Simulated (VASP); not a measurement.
TiHgO3, 10 atoms in the cell. It takes space group R-3c (No. 167, trigonal). The conventional cell has a = 5.364 Å, b = 5.364 Å, c = 13.568 Å, α = 90.00°, β = 90.00°, γ = 120.00°. O (site symmetry 2) has 2 Ti at 1.97 Å and 1 Hg at 2.23 Å within 2.6 Å. Within 2.6 Å of Ti (site symmetry -3) lie 6 O at 1.97 Å. Hg (site symmetry 32) has 9 O at 2.23 to 2.78 Å within 2.9 Å. 

| Item | Value |
| --- | --- |
| Program | VASP 6.6.1 |
| Task | single point |
| Functional | r2SCAN |
| Potentials or basis | VASP PAW PBE potentials, release 64 (O, Ti_sv, Hg) |
| Cutoff | 520 eV |
| k mesh | 6 × 6 × 6 |
| Occupations | methfessel-paxton, width 0.0519 eV |
| Spin | no spin polarisation |
| Dipole correction | no |
| Further INCAR settings | ALGO = Normal; EDIFF = 1e-06; NBANDS = 53 |

Potentials or basis: VASP PAW PBE potentials, release 64 (O, Ti_sv, Hg).

Run with:

```console
$ cat potpaw_PBE.64/O/POTCAR potpaw_PBE.64/Ti_sv/POTCAR potpaw_PBE.64/Hg/POTCAR > POTCAR
$ cp INCAR.step1 INCAR
$ mpirun -np 1 vasp_std > vasp.out
$ cp INCAR.step2 INCAR
$ mpirun -np 1 vasp_std > vasp.out
```

Hardware: 1 thread of Intel(R) Xeon(R) Platinum 8259CL CPU @ 2.50GHz (Skylake/Cascade Lake) (shared host).

Problem. Estimate the wall time of this run.

Solution. It took 15 min on 1 thread of Intel(R) Xeon(R) Platinum 8259CL CPU @ 2.50GHz (Skylake/Cascade Lake), on a shared host, peak memory 0.38 GiB. Counts: k points 32.
